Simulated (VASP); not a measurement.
A run of VASP 6.6.1 is set up as follows.

Contents of POSCAR:

```
HfO2
1.0
   -2.5291609878     -2.5291609878      0.0000000000
    2.5291609878     -2.5291609878      0.0000000000
   -0.4213582206      0.0000000000     10.1166439513
Hf O
4 8
Direct
   -0.0364437500      0.0364437500      0.4375000000
    0.4427312500      0.5572687500      0.6875000000
   -0.0780937500      0.0780937500      0.9375000000
    0.4843812500      0.5156187500      0.1875000000
    0.4947937500      0.0052062500      0.0625000000
   -0.0260312500      0.5260312500      0.3125000000
    0.4531437500      0.0468562500      0.5625000000
   -0.0676812500      0.5676812500      0.8125000000
    0.4739687500      0.0260312500      0.3125000000
   -0.0468562500      0.5468562500      0.5625000000
    0.4323187500      0.0676812500      0.8125000000
   -0.0052062500      0.5052062500      0.0625000000
```

The input INCAR.step1:

```
  PREC = Accurate
  ENCUT = 520
  ISMEAR = 0
  SIGMA = 0.05
  LREAL = F
  LASPH = T
  NELM = 60
  NBANDS = 56
  GGA = PE
  ALGO = Normal
  EDIFF = 1E-4
  LWAVE = T
  LCHARG = F
```

File INCAR.step2:

```
  PREC = Accurate
  ENCUT = 520
  EDIFF = 1E-6
  ISMEAR = 0
  SIGMA = 0.05
  LREAL = F
  LASPH = T
  NELM = 60
  ALGO = Normal
  ISIF = 2
  LWAVE = F
  LCHARG = T
  METAGGA = R2SCAN
  LMIXTAU = T
  LELF = T
  LVHAR = T
  NBANDS = 56
  ISTART = 1
```

Contents of KPOINTS:

```
Automatic mesh
0
Gamma
  6 6 3
```

Potentials or basis: VASP PAW PBE potentials, release 64 (Hf_pv, O).

Launch:

```sh
$ cat potpaw_PBE.64/Hf_pv/POTCAR potpaw_PBE.64/O/POTCAR > POTCAR
$ cp INCAR.step1 INCAR
$ mpirun -np 1 vasp_std > vasp.out
$ cp INCAR.step2 INCAR
$ mpirun -np 1 vasp_std > vasp.out
```

What does it give for the pressure?

-1.1 GPa.

Estimate the largest force.

2.756 eV/Å.

Stress tensor (GPa, compression positive):
```
-1.28  0.00  4.09
 0.00 -0.84  0.00
 4.09  0.00 -1.21
```

Caveat: the PAW data sets were made with another functional, which shifts forces and pressure a little.
